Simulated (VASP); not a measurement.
# Si2Mo in VASP: single point with PBEsol

Aim: the single point of Si2Mo with PBEsol.

Program: VASP 6.6.1. These are calculated values, not measurements. Logs are shortened: lines on timing, memory, paths and dates and some standing lists are left out, and cuts for length are marked.

## Step 1: The cell of the first run

The cell holds a slab with vacuum, 18 atoms: a = 4.511 Å, b = 4.515 Å, c = 26.079 Å, α = 90.00°, β = 90.00°, γ = 90.00°.

## Step 2: Single point, PBEsol

INCAR reads:

```
PREC = Accurate
ENCUT = 520
EDIFF = 1E-6
ISMEAR = 0
SIGMA = 0.1
LREAL = Auto
LASPH = True
NELM = 100
ALGO = Normal
ISIF = 2
LWAVE = False
LCHARG = True
LDIPOL = True
IDIPOL = 3
DIPOL = 0.5 0.5 0.500
GGA = PS
LELF = True
LVHAR = True
LVACPOTAV = True
NBANDS = 81
```

KPOINTS reads:

```
regular mesh
0
Gamma
  8 8 1
```

POSCAR reads:

```
Si2Mo
1.0
    4.5114404978      0.0000000000      0.0000000000
    0.0000000000      4.5146191219      0.0000000000
    0.0000000000      0.0000000000     26.0792390753
Si Mo
12 6
Direct
    0.5000000000      0.7524734080      0.2875850779
    0.0000000000      0.4971746791      0.3130772286
    0.0000000000      0.0021214952      0.3625093995
    0.5000000000      0.7468227662      0.3880015502
    0.5000000000      0.2517695823      0.4374337211
    0.0000000000      0.9964708534      0.4629258718
    0.0000000000      0.5014176694      0.5123580427
    0.5000000000      0.2461189405      0.5378501935
    0.5000000000      0.7510657565      0.5872823643
    0.0000000000      0.4957670276      0.6127745151
    0.0000000000      0.0007138437      0.6622066860
    0.5000000000      0.7454151147      0.6876988367
    0.5000000000      0.2496480871      0.3377933140
    0.0000000000      0.4992961743      0.4127176357
    0.5000000000      0.7489442614      0.4876419573
    0.0000000000      0.9985923485      0.5625662789
    0.5000000000      0.2482404356      0.6374906005
    0.0000000000      0.4978885228      0.7124149221
```

Potentials or basis: VASP PAW PBE potentials, release 64 (Si, Mo_sv).

On the command line:

```console
cat potpaw_PBE.64/Si/POTCAR potpaw_PBE.64/Mo_sv/POTCAR > POTCAR
mpirun -np 1 vasp_std > vasp.out
```

OUTCAR:

```text
PREC = Accurate
   ENCUT = 520
   EDIFF = 1E-6
   ISMEAR = 0
   LREAL = Auto
   LASPH = True
   NELM = 100
   ISIF = 2
   GGA = PS

 ion  position               nearest neighbor table
   1  0.500  0.752  0.288-  13 2.60   4 2.62   2 2.62   2 2.62  13 2.62
   2  0.000  0.497  0.313-   3 2.58  13 2.60  13 2.60  14 2.60   1 2.62   1 2.62   3 2.62
   3  0.000  0.002  0.363-   2 2.58  14 2.60  13 2.60  13 2.60   6 2.62   4 2.62   4 2.62   2 2.62
                            14 2.62
   4  0.500  0.747  0.388-   5 2.58  13 2.60  14 2.60  14 2.60  15 2.60   1 2.62   3 2.62   3 2.62
                             5 2.62  13 2.62
   5  0.500  0.252  0.437-   4 2.58  14 2.60  14 2.60  15 2.60  13 2.60   6 2.62   6 2.62   4 2.62
                             8 2.62  15 2.62
   6  0.000  0.996  0.463-   7 2.58  14 2.60  15 2.60  15 2.60  16 2.60   3 2.62   5 2.62   5 2.62
                             7 2.62  14 2.62
   7  0.000  0.501  0.512-   6 2.58  14 2.60  15 2.60  15 2.60  16 2.60   6 2.62   8 2.62   8 2.62
                            10 2.62  16 2.62
   8  0.500  0.246  0.538-   9 2.58  17 2.60  16 2.60  16 2.60  15 2.60   9 2.62   7 2.62   7 2.62
                             5 2.62  15 2.62
   9  0.500  0.751  0.587-   8 2.58  15 2.60  16 2.60  16 2.60  17 2.60   8 2.62  10 2.62  10 2.62
                            12 2.62  17 2.62
  10  0.000  0.496  0.613-  11 2.58  18 2.60  17 2.60  17 2.60  16 2.60   9 2.62   9 2.62  11 2.62
                             7 2.62  16 2.62
  11  0.000  0.001  0.662-  10 2.58  18 2.60  17 2.60  17 2.60  16 2.60  12 2.62  12 2.62  10 2.62
                            18 2.62
  12  0.500  0.745  0.688-  18 2.60  18 2.60  17 2.60  11 2.62  11 2.62   9 2.62  17 2.62
  13  0.500  0.250  0.338-   1 2.60   2 2.60   2 2.60   4 2.60   3 2.60   3 2.60   5 2.60   1 2.62
                             4 2.62  14 3.19  14 3.19
  14  0.000  0.499  0.413-   7 2.60   6 2.60   5 2.60   5 2.60   3 2.60   4 2.60   4 2.60   2 2.60
                             6 2.62   3 2.62  15 3.19  15 3.19  13 3.19  13 3.19
  15  0.500  0.749  0.488-   9 2.60   7 2.60   7 2.60   5 2.60   8 2.60   6 2.60   6 2.60   4 2.60
                             5 2.62   8 2.62  16 3.19  14 3.19  14 3.19  16 3.19
  16  0.000  0.999  0.563-   8 2.60   9 2.60   8 2.60   9 2.60   7 2.60  10 2.60   6 2.60  11 2.60
                            10 2.62   7 2.62  15 3.19  15 3.19  17 3.19  17 3.19
  17  0.500  0.248  0.637-   8 2.60  10 2.60  10 2.60  12 2.60   9 2.60  11 2.60  11 2.60   9 2.62
                            12 2.62  16 3.19  16 3.19  18 3.19  18 3.19
  18  0.000  0.498  0.712-  10 2.60  11 2.60  12 2.60  12 2.60  11 2.62  17 3.19  17 3.19

  LATTYP: Found a simple orthorhombic cell.
 ALAT       =     4.5114404978
 B/A-ratio  =     1.0007045697
 C/A-ratio  =     5.7806900231

  Lattice vectors:

 A1 = (   4.5114404978,   0.0000000000,   0.0000000000)
 A2 = (   0.0000000000,   4.5146191219,   0.0000000000)
 A3 = (   0.0000000000,   0.0000000000,  26.0792390753)

Analysis of symmetry for initial positions (statically):
=====================================================================
 Subroutine PRICEL returns:
 Original cell was already a primitive cell.

 Routine SETGRP: Setting up the symmetry group for a
 simple orthorhombic supercell.

 Subroutine GETGRP returns: Found  2 space group operations
 (whereof  2 operations were pure point group operations)
 out of a pool of  8 trial point group operations.

The static configuration has the point symmetry C_1h.

Analysis of symmetry for dynamics (positions and initial velocities):
=====================================================================
 Subroutine PRICEL returns:
 Original cell was already a primitive cell.

 Routine SETGRP: Setting up the symmetry group for a
 simple orthorhombic supercell.

 Subroutine GETGRP returns: Found  2 space group operations
 (whereof  2 operations were pure point group operations)
 out of a pool of  8 trial point group operations.

The dynamic configuration has the point symmetry C_1h.

 Subroutine INISYM returns: Found  2 space group operations
 (whereof  2 operations are pure point group operations),
 and found     1 'primitive' translations

----------------------------------------------------------------------------------------

                                     Primitive cell

  volume of cell :     531.1672

  direct lattice vectors                    reciprocal lattice vectors
     4.511440498  0.000000000  0.000000000     0.221658692  0.000000000  0.000000000
     0.000000000  4.514619122  0.000000000     0.000000000  0.221502628  0.000000000
     0.000000000  0.000000000 26.079239075     0.000000000  0.000000000  0.038344677

  length of vectors
     4.511440498  4.514619122 26.079239075     0.221658692  0.221502628  0.038344677
[... 61 lines left out ...]
     0.000000000  0.000000000  0.000000000

 Subroutine IBZKPT returns following result:
 ===========================================

 Found     25 irreducible k-points:

 Following reciprocal coordinates:
            Coordinates               Weight
  0.000000  0.000000  0.000000      1.000000
  0.125000  0.000000  0.000000      2.000000
  0.250000  0.000000  0.000000      2.000000
  0.375000  0.000000  0.000000      2.000000
  0.500000  0.000000  0.000000      1.000000
  0.000000  0.125000  0.000000      2.000000
[... 16 lines left out ...]
  0.250000  0.500000  0.000000      2.000000
  0.375000  0.500000  0.000000      2.000000
   k-points           NKPTS =     25   k-points in BZ     NKDIM =     25   number of bands    NBANDS=     81
   number of dos      NEDOS =    301   number of ions     NIONS =     18
   total plane-waves  NPLWV = 254016
   dimension x,y,z NGX =    36 NGY =   36 NGZ =  196
   dimension x,y,z NGXF=    72 NGYF=   72 NGZF=  392
   ions per type =              12   6
   NGX,Y,Z   is equivalent  to a cutoff of  13.27, 13.26, 12.49 a.u.
   NGXF,Y,Z  is equivalent  to a cutoff of  26.53, 26.51, 24.99 a.u.
 SYSTEM =  unknown system
   PREC   = accura    normal or accurate (medium, high low for compatibility)
   ISTART =      0    job   : 0-new  1-cont  2-samecut
   ICHARG =      2    charge: 1-file 2-atom 10-const
   ISPIN  =      1    spin polarized calculation?
   LNONCOLLINEAR =      F non collinear calculations
   LSORBIT =      F    spin-orbit coupling
   LASPH  =      T    aspherical Exc in radial PAW
   ENCUT  =  520.0 eV  38.22 Ry    6.18 a.u.   8.39  8.39 48.49*2*pi/ulx,y,z
   NELM   =    100;   NELMIN=  2; NELMDL= -5     # of ELM steps
   EDIFF  = 0.1E-05   stopping-criterion for ELM
   LREAL  =      T    real-space projection
   EDIFFG = 0.1E-04   stopping-criterion for IOM
   NSW    =      0    number of steps for IOM
   IBRION =     -1    ionic relax: 0-MD 1-quasi-New 2-CG
   NFREE  =      0    steps in history (QN), initial steepest desc. (CG)
   ISIF   =      2    stress and relaxation
   ISYM   =      2    0-nonsym 1-usesym 2-fastsym
   POTIM  = 0.5000    time-step for ionic-motion
   TEBEG  =    0.0;   TEEND  =   0.0 temperature during run
   PSTRESS=    0.0 pullay stress
   NELECT =     132.0000    total number of electrons
   NUPDOWN=      -1.0000    fix difference up-down
   EMIN   =  10.00;   EMAX   =-10.00  energy-range for DOS
   EFERMI =   0.00;   METHOD = LEGACY
   ISMEAR =     0;   SIGMA  =   0.10  broadening in eV -4-tet -1-fermi 0-gaus
   EFERMI_NEDOS =   21; number of points for ismear=-14 and -15
   IALGO  =     38    algorithm
   IMIX   =      4    mixing-type and parameters
     AMIX     =   0.40;   BMIX     =  1.00
     AMIX_MAG =   1.60;   BMIX_MAG =  1.00
  volume/ion in A,a.u.               =      29.51       199.14
  Fermi-wavevector in a.u.,A,eV,Ry     =   1.029254  1.945007 14.413508  1.059363
  Thomas-Fermi vector in A             =   2.163292
   LORBIT       =      0    0 simple, 1 ext, 2 COOP (PROOUT), +10 PAW based schemes
   GGA     = PS    functional components
   LHFCALC =     F    Hartree Fock is set to
   AEXX    =    0.0000 exact exchange contribution
   IVDW    =     0    specifies the selected vdW correction
   LEPSILON=     F    determine dielectric tensor
   LRPA    =     F    only Hartree local field effects (RPA)
 non-spin polarized calculation
 Gauss-broadening in eV      SIGMA  =   0.10
  energy-cutoff  :      520.00
  volume of cell :      531.17
 maximum number of plane-waves:     14342
 NGX is ok and might be reduce to    36
   NGX = 17   NGY = 17   NGZ = 97

 dipolmoment           0.000000      0.000000      0.657756 electrons x Angstroem

 number of electron     132.0000018 magnetization

 dipolmoment           0.000000      0.000000     -0.154685 electrons x Angstroem

 Free energy of the ion-electron system (eV)
  ---------------------------------------------------
  ext. energy  EPLUGINS =         0.00000000
  ---------------------------------------------------
  free energy    TOTEN  =      -142.73220042 eV

  energy without entropy =     -142.69594185  energy(sigma->0) =     -142.71407113

 E-fermi :   3.2674     XC(G=0):  -6.5401

 val. band max:        3.2611196539   @ k =   0.2500   0.0000   0.0000
 cond. band min:       3.2818821219   @ k =   0.5000   0.3750   0.0000
 fundamental gap:      0.0207624679
 Fermi energy:         3.2674272852

 k-point     1 :       0.0000    0.0000    0.0000
  band No.  band energies     occupation
      1     -57.1461      2.00000
      2     -57.1449      2.00000
      3     -57.1265      2.00000
      4     -57.1018      2.00000
      5     -57.0517      2.00000
      6     -57.0181      2.00000
[... 1933 lines left out ...]
     77       5.5716      0.00000
     78       5.6608      0.00000

 [... further k-points ...]

 [bands above 78 left out]

------------------------ aborting loop because EDIFF is reached ----------------------------------------

  FORCE on cell =-STRESS in cart. coord.  units (eV):
  Direction    XX          YY          ZZ          XY          YZ          ZX
  --------------------------------------------------------------------------------------
  -------------------------------------------------------------------------------------
  Total       -9.3262689     -6.7053094     -7.5882362      0.0000000     -1.2269959      0.0000000
  in kB      -28.1311346    -20.2254474    -22.8886489      0.0000000     -3.7010284      0.0000000
  external PRESSURE =     -23.7484103 kB  Pullay stress =       0.0000000 kB

 VOLUME and BASIS-vectors are now :
 -----------------------------------------------------------------------------
  energy-cutoff  :      520.00
  volume of cell :      531.17
      direct lattice vectors                 reciprocal lattice vectors
     4.511440498  0.000000000  0.000000000     0.221658692  0.000000000  0.000000000
     0.000000000  4.514619122  0.000000000     0.000000000  0.221502628  0.000000000
     0.000000000  0.000000000 26.079239075     0.000000000  0.000000000  0.038344677

 POSITION                                       TOTAL-FORCE (eV/Angst)
 -----------------------------------------------------------------------------------
      2.25572      3.39713      7.50000         0.000000      0.090695      0.957516
      0.00000      2.24455      8.16482         0.000000      0.091968      0.181374
      0.00000      0.00958      9.45397         0.000000     -0.014250     -0.992196
      2.25572      3.37162     10.11879         0.000000      0.179925     -0.546079
      2.25572      1.13664     11.40794         0.000000     -0.139780     -0.321774
      0.00000      4.49869     12.07275         0.000000      0.032538     -0.143805
[... 10 lines left out ...]
      2.25572      1.12071     16.62527         0.000000      0.360083     -0.414519
      0.00000      2.24778     18.57924         0.000000      0.240145     -2.455572
 -----------------------------------------------------------------------------------
    total drift:                                0.000000     -0.000375      0.000422

  FREE ENERGIE OF THE ION-ELECTRON SYSTEM (eV)
  ---------------------------------------------------
  free  energy   TOTEN  =      -142.7322004206 eV

  energy  without entropy=     -142.6959418480  energy(sigma->0) =     -142.71407113

 vacuum level on the upper side and lower side of the slab         6.541         7.916
```

It took 1.8 h on 1 thread of Intel Xeon 8259CL, shared host; peak memory 0.93 GiB.

Results:

* Free energy: -142.7322 eV
* Largest force: 2.467 eV/Å
* Band gap on the k mesh: zero (bands 66 and 67 overlap by 0.51 eV)

Forces on the atoms (eV/Å):
```
Si   0.000  0.091  0.958
Si   0.000  0.092  0.181
Si   0.000 -0.014 -0.992
Si   0.000  0.180 -0.546
Si   0.000 -0.140 -0.322
Si   0.000  0.033 -0.144
Si   0.000 -0.081 -0.007
Si   0.000  0.066  0.288
Si   0.000 -0.169  0.417
Si   0.000  0.095  0.730
Si   0.000  0.020  1.383
Si   0.000 -0.649  0.233
Mo   0.000 -0.138  0.455
Mo   0.000 -0.019  0.166
Mo   0.000  0.073  0.142
Mo   0.000 -0.039 -0.071
Mo   0.000  0.360 -0.415
Mo   0.000  0.240 -2.456
```

Levels at points of the mesh, in eV from the Fermi level:
| k point | band 63 | band 64 | band 65 | band 66 | band 67 | band 68 | band 69 | band 70 |
| --- | --- | --- | --- | --- | --- | --- | --- | --- |
| (0.00, 0.00, 0.00) | -0.94 | -0.30 | -0.08 | 0.17 | 0.36 | 0.63 | 0.82 | 1.46 |
| (0.50, 0.00, 0.00) | -0.84 | -0.70 | -0.60 | -0.35 | -0.08 | 1.11 | 1.65 | 1.71 |
| (0.00, 0.50, 0.00) | -0.65 | -0.52 | -0.27 | -0.24 | -0.14 | 0.45 | 0.53 | 0.94 |
| (0.50, 0.50, 0.00) | -0.51 | -0.39 | -0.35 | -0.26 | -0.25 | 0.02 | 0.24 | 0.85 |

Caveat: the PAW data sets were made with another functional, which shifts forces and pressure a little.

The gap in the log of VASP goes by the Fermi energy; the results here count the filled bands.